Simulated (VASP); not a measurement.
Input of a VASP 6.6.1 run:

Contents of INCAR:

```
PREC = Accurate
ENCUT = 600
EDIFF = 1E-6
ISMEAR = 0
SIGMA = 0.1
LREAL = False
LASPH = True
NELM = 60
ALGO = Fast
ISIF = 3
LWAVE = False
LCHARG = False
GGA = PE
IBRION = 2
NSW = 90
EDIFFG = -0.04
```

KPOINTS

```
regular mesh
0
Gamma
  4 4 4
```

POSCAR

```
SrTl2Zn2
1.0
    2.7405883500     -3.6142164300      0.0000000000
    2.7405883500      3.6142164300      0.0000000000
    0.0000000000      0.0000000000      6.9412592800
Sr Zn Tl
1 2 2
Direct
    0.0000000000      0.0000000000      0.0000000000
    0.2148322900      0.2148322900      0.5000000000
    0.7851677100      0.7851677100      0.5000000000
    0.2843968800      0.7156031200      0.5000000000
    0.7156031200      0.2843968800      0.5000000000
```

Potentials or basis: VASP PAW PBE potentials, release 64 (Sr_sv, Zn, Tl_d).

The run is started by

```console
$ cat potpaw_PBE.64/Sr_sv/POTCAR potpaw_PBE.64/Zn/POTCAR potpaw_PBE.64/Tl_d/POTCAR > POTCAR
$ mpirun -np 1 vasp_std > vasp.out
```

Problem. Predict the space group after relaxing (to 0.1 Å).

Solution. Cmmm (No. 65).

Problem. Estimate the band gap on the k mesh.

Solution. Zero (bands 30 and 31 overlap by 1.64 eV).

Problem. Predict the relaxed volume.

Solution. 36.93 Å³/atom.

Problem. Estimate the relaxed cell.

Solution. a = 5.725 Å, b = 5.725 Å, c = 5.954 Å, α = 90.00°, β = 90.00°, γ = 108.84°.

Final structure:
```
CELL_PARAMETERS angstrom
3.33070 -4.65594 0.00000
3.33070 4.65594 0.00000
0.00000 0.00000 5.95383
ATOMIC_POSITIONS crystal
Sr 0.00000 0.00000 0.00000
Zn 0.20370 0.20370 0.50000
Zn 0.79630 0.79630 0.50000
Tl 0.28139 0.71861 0.50000
Tl 0.71861 0.28139 0.50000
```

Caveat: the volume moved by over 15 % at a fixed basis, so the end points are rough; spin-orbit coupling is left out, which moves the levels of the heavy elements.
